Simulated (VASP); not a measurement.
# Li3OF (Pm-3m) in VASP: further runs, part 2 of 2

VASP 6.6.1. The steps go on from the part before.

## Step 3: Single point, PBE (volume changed by -3%)

Input file INCAR:

```
PREC = Accurate
ENCUT = 520
EDIFF = 1E-6
ISMEAR = 0
SIGMA = 0.01
LREAL = F
LASPH = T
NELM = 80
ALGO = Normal
ISIF = 2
LWAVE = F
LCHARG = F
GGA = PE
NBANDS = 19
```

Input file KPOINTS:

```
Automatic mesh
0
Gamma
  6 6 6
```

Input file POSCAR:

```
Li3OF
1.0
    3.6438104397      0.0000000000      0.0000000000
    0.0000000000      3.6438104397      0.0000000000
    0.0000000000      0.0000000000      3.6438104397
F O Li
1 1 3
Direct
    0.0000000000      0.0000000000      0.0000000000
    0.5000000000      0.5000000000      0.5000000000
    0.5000000000      0.5000000000      0.0000000000
    0.5000000000      0.0000000000      0.5000000000
    0.0000000000      0.5000000000      0.5000000000
```

Potentials or basis: VASP PAW PBE potentials, release 64 (F, O, Li_sv).

The run is started by

```console
$ cat potpaw_PBE.64/F/POTCAR potpaw_PBE.64/O/POTCAR potpaw_PBE.64/Li_sv/POTCAR > POTCAR
$ mpirun -np 1 vasp_std > vasp.out
```

OUTCAR:

```text
PREC = Accurate
   ENCUT = 520
   EDIFF = 1E-6
   ISMEAR = 0
   LREAL = F
   LASPH = T
   NELM = 80
   ISIF = 2
   GGA = PE

 ion  position               nearest neighbor table
   1  0.000  0.000  0.000-
   2  0.500  0.500  0.500-   3 1.82   4 1.82   5 1.82   3 1.82   4 1.82   5 1.82
   3  0.500  0.500  0.000-   2 1.82   2 1.82   5 2.58   4 2.58   4 2.58   5 2.58   4 2.58   4 2.58
                             5 2.58   5 2.58
   4  0.500  0.000  0.500-   2 1.82   2 1.82   5 2.58   3 2.58   3 2.58   3 2.58   5 2.58   3 2.58
                             5 2.58   5 2.58
   5  0.000  0.500  0.500-   2 1.82   2 1.82   4 2.58   3 2.58   4 2.58   3 2.58   3 2.58   4 2.58
                             3 2.58   4 2.58

  LATTYP: Found a simple cubic cell.
 ALAT       =     3.6438104397

  Lattice vectors:

 A1 = (   3.6438104397,   0.0000000000,   0.0000000000)
 A2 = (   0.0000000000,   3.6438104397,   0.0000000000)
 A3 = (   0.0000000000,   0.0000000000,   3.6438104397)

Analysis of symmetry for initial positions (statically):
=====================================================================
 Subroutine PRICEL returns:
 Original cell was already a primitive cell.

 Routine SETGRP: Setting up the symmetry group for a
 simple cubic supercell.

 Subroutine GETGRP returns: Found 48 space group operations
 (whereof 48 operations were pure point group operations)
 out of a pool of 48 trial point group operations.

The static configuration has the point symmetry O_h .

Analysis of symmetry for dynamics (positions and initial velocities):
=====================================================================
 Subroutine PRICEL returns:
 Original cell was already a primitive cell.

 Routine SETGRP: Setting up the symmetry group for a
 simple cubic supercell.

 Subroutine GETGRP returns: Found 48 space group operations
 (whereof 48 operations were pure point group operations)
[... 123 lines left out ...]
     AMIX_MAG =   1.60;   BMIX_MAG =  1.00
  volume/ion in A,a.u.               =       9.68        65.30
  Fermi-wavevector in a.u.,A,eV,Ry     =   1.258906  2.378987 21.563114  1.584844
  Thomas-Fermi vector in A             =   2.392492
   LORBIT       =      0    0 simple, 1 ext, 2 COOP (PROOUT), +10 PAW based schemes
   GGA     = PE    functional components
   LHFCALC =     F    Hartree Fock is set to
   AEXX    =    0.0000 exact exchange contribution
   IVDW    =     0    specifies the selected vdW correction
   LEPSILON=     F    determine dielectric tensor
   LRPA    =     F    only Hartree local field effects (RPA)
 non-spin polarized calculation
 Gauss-broadening in eV      SIGMA  =   0.01
  energy-cutoff  :      520.00
  volume of cell :       48.38
 maximum number of plane-waves:      1328
 NGX is ok and might be reduce to    28
   NGX = 13   NGY = 13   NGZ = 13

 number of electron      21.9999978 magnetization

 Free energy of the ion-electron system (eV)
  ---------------------------------------------------
  ext. energy  EPLUGINS =         0.00000000
  ---------------------------------------------------
  free energy    TOTEN  =       -23.11834186 eV

  energy without entropy =      -23.11834186  energy(sigma->0) =      -23.11834186

 E-fermi :   0.0766     XC(G=0):  -8.9781

 val. band max:       -0.0310596056   @ k =   0.5000   0.5000   0.0000
 cond. band min:       4.9133278173   @ k =   0.0000   0.0000   0.0000
 fundamental gap:      4.9443874230
 Fermi energy:         0.0765975488

 k-point     1 :       0.0000    0.0000    0.0000
  band No.  band energies     occupation
      1     -42.7462      2.00000
      2     -42.6088      2.00000
      3     -42.6088      2.00000
      4     -20.5672      2.00000
      5     -14.6875      2.00000
      6      -2.4674      2.00000
[... 417 lines left out ...]
      6      -2.6416      2.00000
[... 11 lines left out ...]
     18      14.0288      0.00000
     19      15.1425      0.00000

------------------------ aborting loop because EDIFF is reached ----------------------------------------

  FORCE on cell =-STRESS in cart. coord.  units (eV):
  Direction    XX          YY          ZZ          XY          YZ          ZX
  --------------------------------------------------------------------------------------
  -------------------------------------------------------------------------------------
  Total        0.6231744      0.6231744      0.6231744     -0.0000000      0.0000000      0.0000000
  in kB       20.6372976     20.6372976     20.6372976     -0.0000000      0.0000000      0.0000000
  external PRESSURE =      20.6372976 kB  Pullay stress =       0.0000000 kB

 VOLUME and BASIS-vectors are now :
 -----------------------------------------------------------------------------
  energy-cutoff  :      520.00
  volume of cell :       48.38
      direct lattice vectors                 reciprocal lattice vectors
     3.643810440  0.000000000  0.000000000     0.274437986  0.000000000  0.000000000
     0.000000000  3.643810440  0.000000000     0.000000000  0.274437986  0.000000000
     0.000000000  0.000000000  3.643810440     0.000000000  0.000000000  0.274437986

 POSITION                                       TOTAL-FORCE (eV/Angst)
 -----------------------------------------------------------------------------------
      0.00000      0.00000      0.00000         0.000000      0.000000      0.000000
      1.82191      1.82191      1.82191         0.000000      0.000000      0.000000
      1.82191      1.82191      0.00000         0.000000      0.000000      0.000000
      1.82191      0.00000      1.82191         0.000000      0.000000      0.000000
      0.00000      1.82191      1.82191         0.000000      0.000000      0.000000
 -----------------------------------------------------------------------------------
    total drift:                                0.000000      0.000000      0.000000

  FREE ENERGIE OF THE ION-ELECTRON SYSTEM (eV)
  ---------------------------------------------------
  free  energy   TOTEN  =       -23.1183418553 eV

  energy  without entropy=      -23.1183418553  energy(sigma->0) =      -23.11834186
```

OSZICAR:

```text
N       E                     dE             d eps       ncg     rms          rms(c)
DAV:   1     0.131841228946E+03    0.13184E+03   -0.10803E+04   760   0.124E+03
DAV:   2    -0.124706464727E+02   -0.14431E+03   -0.13819E+03   878   0.306E+02
DAV:   3    -0.268434766961E+02   -0.14373E+02   -0.14264E+02  1491   0.680E+01
DAV:   4    -0.269942453542E+02   -0.15077E+00   -0.15067E+00   954   0.100E+01
DAV:   5    -0.269970022716E+02   -0.27569E-02   -0.27564E-02  1109   0.960E-01    0.104E+01
DAV:   6    -0.231244892962E+02    0.38725E+01   -0.91289E+00   798   0.203E+01    0.324E+00
DAV:   7    -0.231387183298E+02   -0.14229E-01   -0.90221E-01  1069   0.483E+00    0.239E+00
DAV:   8    -0.231415019177E+02   -0.27836E-02   -0.40848E-01   796   0.434E+00    0.119E+00
DAV:   9    -0.231170211072E+02    0.24481E-01   -0.11934E-01   846   0.174E+00    0.278E-01
DAV:  10    -0.231176035941E+02   -0.58249E-03   -0.93847E-03   884   0.556E-01    0.144E-01
DAV:  11    -0.231184134734E+02   -0.80988E-03   -0.43241E-03   822   0.378E-01    0.705E-02
DAV:  12    -0.231183401002E+02    0.73373E-04   -0.34452E-04   927   0.111E-01    0.203E-02
DAV:  13    -0.231183419026E+02   -0.18024E-05   -0.96078E-05   881   0.601E-02    0.889E-03
DAV:  14    -0.231183418553E+02    0.47284E-07   -0.67474E-06  1022   0.166E-02
   1 F= -.23118342E+02 E0= -.23118342E+02  d E =-.724634E-54
```

Run time: 11 s. Hardware: 1 thread of AMD EPYC 9R14 (Zen 4), shared host; peak memory 0.13 GiB.

Results:

```yaml
Free_energy: -23.1183 eV
Band_gap_on_the_k_mesh: 4.94 eV, indirect (least direct gap 5.61 eV)
```

Caveat: the cell differs from its parent crystal (volume changed by -3%); the cutoff is under 1.25 times the usual one of these potentials, so pressure, stress and relaxed cells hold a basis-set (Pulay) error. A k mesh can miss the band edges.

## Step 4: Single point, PBE

This run uses another cell than the first one, of 9.98 Å³/atom, 1.064 times its volume.

Input file INCAR:

```
SYSTEM = Li3OF
ALGO     = Normal         ! electronic algorithm
EDIFF    = 1E-7           ! SCF threshold, eV
ENCUT    = 520            ! plane-wave cutoff, eV
GGA      = PE             ! functional
ISIF     = 2              ! what is computed and relaxed
ISMEAR   = 0              ! smearing method
LASPH    = .True.         ! aspherical terms in the spheres
LCHARG   = .True.         ! write CHGCAR
LELF     = .True.         ! ELF
LREAL    = .False.        ! projectors in reciprocal space
LVHAR    = .True.       
LWAVE    = .False.        ! write WAVECAR
NBANDS   = 19             ! bands
NELM     = 80             ! most SCF steps
PREC     = Accurate       ! precision mode
SIGMA    = 0.01           ! smearing width, eV
```

Input file KPOINTS:

```
k-points
0
Gamma
  6 6 6
  0 0 0
```

POSCAR: that of step 3 with these lines changed.

```diff
@@ -2,5 +2,5 @@
 1.0
-    3.6438104397      0.0000000000      0.0000000000
-    0.0000000000      3.6438104397      0.0000000000
-    0.0000000000      0.0000000000      3.6438104397
+    3.6809947471      0.0000000000      0.0000000000
+    0.0000000000      3.6809947471      0.0000000000
+    0.0000000000      0.0000000000      3.6809947471
 F O Li
```

Potentials or basis: VASP PAW PBE potentials, release 64 (F, O, Li_sv).

The run is started by

```console
$ cat potpaw_PBE.64/F/POTCAR potpaw_PBE.64/O/POTCAR potpaw_PBE.64/Li_sv/POTCAR > POTCAR
$ mpirun -np 1 vasp_std > vasp.out
```

OUTCAR:

```text
SYSTEM = Li3OF
   EDIFF = 1E-7
   ENCUT = 520
   GGA = PE
   ISIF = 2
   ISMEAR = 0
   LASPH = .True.
   LREAL = .False.
   NELM = 80
   PREC = Accurate

 ion  position               nearest neighbor table
   1  0.000  0.000  0.000-
   2  0.500  0.500  0.500-   3 1.84   4 1.84   5 1.84   3 1.84   4 1.84   5 1.84
   3  0.500  0.500  0.000-   2 1.84   2 1.84   5 2.60   4 2.60   4 2.60   5 2.60   4 2.60   4 2.60
                             5 2.60   5 2.60
   4  0.500  0.000  0.500-   2 1.84   2 1.84   5 2.60   3 2.60   3 2.60   3 2.60   5 2.60   3 2.60
                             5 2.60   5 2.60
   5  0.000  0.500  0.500-   2 1.84   2 1.84   4 2.60   3 2.60   4 2.60   3 2.60   3 2.60   4 2.60
                             3 2.60   4 2.60

  LATTYP: Found a simple cubic cell.
 ALAT       =     3.6809947471

  Lattice vectors:

 A1 = (   3.6809947471,   0.0000000000,   0.0000000000)
 A2 = (   0.0000000000,   3.6809947471,   0.0000000000)
 A3 = (   0.0000000000,   0.0000000000,   3.6809947471)

Analysis of symmetry for initial positions (statically):
[... 174 lines left out ...]

 E-fermi :  -0.0857     XC(G=0):  -8.8528

 val. band max:       -0.1955380267   @ k =   0.5000   0.5000   0.0000
 cond. band min:       4.6090298341   @ k =   0.0000   0.0000   0.0000
 fundamental gap:      4.8045678608
 Fermi energy:        -0.0856902203

 k-point     1 :       0.0000    0.0000    0.0000
  band No.  band energies     occupation
      1     -42.9624      2.00000
      2     -42.8396      2.00000
      3     -42.8396      2.00000
      4     -20.6420      2.00000
      5     -14.8236      2.00000
      6      -2.5341      2.00000
[... 417 lines left out ...]
      6      -2.7005      2.00000
[... 11 lines left out ...]
     18      13.5136      0.00000
     19      14.6948      0.00000

------------------------ aborting loop because EDIFF is reached ----------------------------------------

  FORCE on cell =-STRESS in cart. coord.  units (eV):
  Direction    XX          YY          ZZ          XY          YZ          ZX
  --------------------------------------------------------------------------------------
  -------------------------------------------------------------------------------------
  Total        0.0362968      0.0362968      0.0362968     -0.0000000     -0.0000000      0.0000000
  in kB        1.1659596      1.1659596      1.1659596     -0.0000000     -0.0000000      0.0000000
  external PRESSURE =       1.1659596 kB  Pullay stress =       0.0000000 kB

 VOLUME and BASIS-vectors are now :
 -----------------------------------------------------------------------------
  energy-cutoff  :      520.00
  volume of cell :       49.88
      direct lattice vectors                 reciprocal lattice vectors
     3.680994747  0.000000000  0.000000000     0.271665696  0.000000000  0.000000000
     0.000000000  3.680994747  0.000000000     0.000000000  0.271665696  0.000000000
     0.000000000  0.000000000  3.680994747     0.000000000  0.000000000  0.271665696

 POSITION                                       TOTAL-FORCE (eV/Angst)
 -----------------------------------------------------------------------------------
      0.00000      0.00000      0.00000         0.000000      0.000000      0.000000
      1.84050      1.84050      1.84050         0.000000      0.000000      0.000000
      1.84050      1.84050      0.00000         0.000000      0.000000      0.000000
      1.84050      0.00000      1.84050         0.000000      0.000000      0.000000
      0.00000      1.84050      1.84050         0.000000      0.000000      0.000000
 -----------------------------------------------------------------------------------
    total drift:                                0.000000      0.000000      0.000000

  FREE ENERGIE OF THE ION-ELECTRON SYSTEM (eV)
  ---------------------------------------------------
  free  energy   TOTEN  =       -23.1316335453 eV

  energy  without entropy=      -23.1316335453  energy(sigma->0) =      -23.13163355
```

OSZICAR:

```text
N       E                     dE             d eps       ncg     rms          rms(c)
DAV:   1     0.127738370162E+03    0.12774E+03   -0.10834E+04   760   0.126E+03
DAV:   2    -0.128317404613E+02   -0.14057E+03   -0.13588E+03   882   0.306E+02
DAV:   3    -0.268040565895E+02   -0.13972E+02   -0.13868E+02  1473   0.651E+01
DAV:   4    -0.269587137914E+02   -0.15466E+00   -0.15456E+00   948   0.982E+00
DAV:   5    -0.269619849025E+02   -0.32711E-02   -0.32709E-02  1099   0.999E-01    0.104E+01
DAV:   6    -0.231409261070E+02    0.38211E+01   -0.93114E+00   798   0.201E+01    0.330E+00
DAV:   7    -0.231523301974E+02   -0.11404E-01   -0.88525E-01  1094   0.474E+00    0.237E+00
DAV:   8    -0.231517145089E+02    0.61569E-03   -0.38140E-01   790   0.421E+00    0.112E+00
DAV:   9    -0.231302722359E+02    0.21442E-01   -0.10565E-01   841   0.165E+00    0.290E-01
DAV:  10    -0.231308320595E+02   -0.55982E-03   -0.99683E-03   884   0.564E-01    0.142E-01
DAV:  11    -0.231317229703E+02   -0.89091E-03   -0.45862E-03   825   0.386E-01    0.766E-02
DAV:  12    -0.231316322713E+02    0.90699E-04   -0.41732E-04   886   0.117E-01    0.206E-02
DAV:  13    -0.231316342843E+02   -0.20130E-05   -0.88148E-05   883   0.580E-02    0.779E-03
DAV:  14    -0.231316349963E+02   -0.71196E-06   -0.70925E-06  1028   0.155E-02    0.798E-03
DAV:  15    -0.231316336949E+02    0.13014E-05   -0.44192E-06   843   0.109E-02    0.211E-03
DAV:  16    -0.231316335721E+02    0.12275E-06   -0.39844E-07   857   0.377E-03    0.234E-04
DAV:  17    -0.231316335453E+02    0.26815E-07   -0.17571E-08   455   0.815E-04
   1 F= -.23131634E+02 E0= -.23131634E+02  d E =-.617736E-56
```

Wall time 13 s (1 thread of AMD EPYC 9R14 (Zen 4), shared host); peak memory 0.13 GiB.

Results:

```
Free energy            : -23.1316 eV
Band gap on the k mesh : 4.80 eV, indirect (least direct gap 5.43 eV)
```

Levels at points of the mesh, in eV from the valence-band top:
```csv
k point,band 8,band 9,band 10,band 11,band 12,band 13,band 14,band 15
"(0.00, 0.00, 0.00)",-2.34,-0.63,-0.63,-0.63,4.80,11.47,11.47,12.45
"(0.50, 0.00, 0.00)",-1.92,-0.93,-0.92,-0.92,7.05,8.70,10.45,11.89
"(0.50, 0.50, 0.00)",-1.84,-0.74,0.00,0.00,5.69,9.71,9.71,10.60
"(0.50, 0.50, 0.50)",-2.50,-0.30,-0.30,-0.30,7.67,7.67,7.67,13.27
```

Caveat: the cutoff is under 1.25 times the usual one of these potentials, so pressure, stress and relaxed cells hold a basis-set (Pulay) error. A k mesh can miss the band edges.

## Step 5: Summary

| cell | gap on the mesh (eV) |
| --- | --- |
| a = 3.606 Å, 5 atoms | 5.09 |
| a = 3.644 Å, 5 atoms | 4.94 |
| a = 3.681 Å, 5 atoms | 4.80 |

Alike in all rows: task single point; level PBE; potentials or basis VASP PAW PBE potentials, release 64 (F, O, Li_sv); no spin polarisation; k mesh 6 × 6 × 6; cutoff (eV) 520; smearing gaussian 0.01 eV.

Caveats: the cutoff is under 1.25 times the usual one of these potentials, so pressure, stress and relaxed cells hold a basis-set (Pulay) error.

Absolute energies hang on the potentials; compare differences alone.
